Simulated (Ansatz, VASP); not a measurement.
# Ru in VASP and in Ansatz

The input INCAR:

```
PREC = Accurate ; ENCUT = 520
EDIFF = 1E-7 ; ISMEAR = 0
SIGMA = 0.15 ; LREAL = False
LASPH = True ; NELM = 80
ALGO = Fast ; ISIF = 2
LWAVE = False ; LCHARG = False
GGA = PE ; NBANDS = 21
```

The input KPOINTS:

```
regular mesh
0
Gamma
  24 24 12
```

Contents of POSCAR:

```
Ru
1.0
    2.7057993342      0.0000000000      0.0000000000
   -1.3528996671      2.3432909610      0.0000000000
    0.0000000000      0.0000000000      4.2819000000
Ru
2
Direct
    0.3813427363      0.7626854726      0.2500000000
    0.6666666667      0.3333333333      0.7500000000
```

Input for Ansatz:

```yaml
crystal:
  lattice:
    - [2.7057993342, 0.0, 0.0]
    - [-1.3528996671, 2.343290961, 0.0]
    - [0.0, 0.0, 4.2819]
  atoms:
    - { symbol: Ru, position: [0.3813427363, 0.7626854726, 0.25] }
    - { symbol: Ru, position: [0.6666666667, 0.3333333333, 0.75] }
basis:
  ecutwfc: 420
kpoints:
  mp_grid: { grid: [24, 24, 12] }
hamiltonian:
  xc: pbe
scf:
  occupations: { method: gaussian, width: 0.15 }
output:
  forces: true
  stress: true
  eigenvalues: true
  write_density: true
  write_potential: true
  elf: true
  volumetric_format: npy
```

Alike in both runs: task single point; functional PBE; k mesh 24 × 24 × 12; occupations gaussian, width 0.15 eV; no spin polarisation.

|  | VASP | Ansatz |
| --- | --- | --- |
| version | VASP 6.6.1 | Ansatz 0.2.0 |
| potentials or method | VASP PAW PBE potentials, release 64 (Ru_pv), cutoff 520 eV | scalar-relativistic, plane waves, PAW |
| valence electrons in the cell | 28 | 32 |

VASP gave:

```
gap on the k mesh at the Fermi level (eV)                     : none
pressure (GPa)                                                : 7.1
traceless stress, the component that is largest in VASP (GPa) : -4.81
rms of the force components (eV/Å)                            : 0.835
```

**Question.** Which values does Ansatz return?

**Answer.** gap on the k mesh at the Fermi level (eV): none; pressure (GPa): 7.1; traceless stress, the component that is largest in VASP (GPa): -4.75; rms of the force components (eV/Å): 0.833.

Atom by atom the forces differ by 0.002 eV/Å (rms over components). A gap of «none» marks a metal or a gap that the smearing closes. VASP's potentials hold 28 valence electrons a cell and Ansatz's 32, so a difference there can come from the potentials and not from the codes.
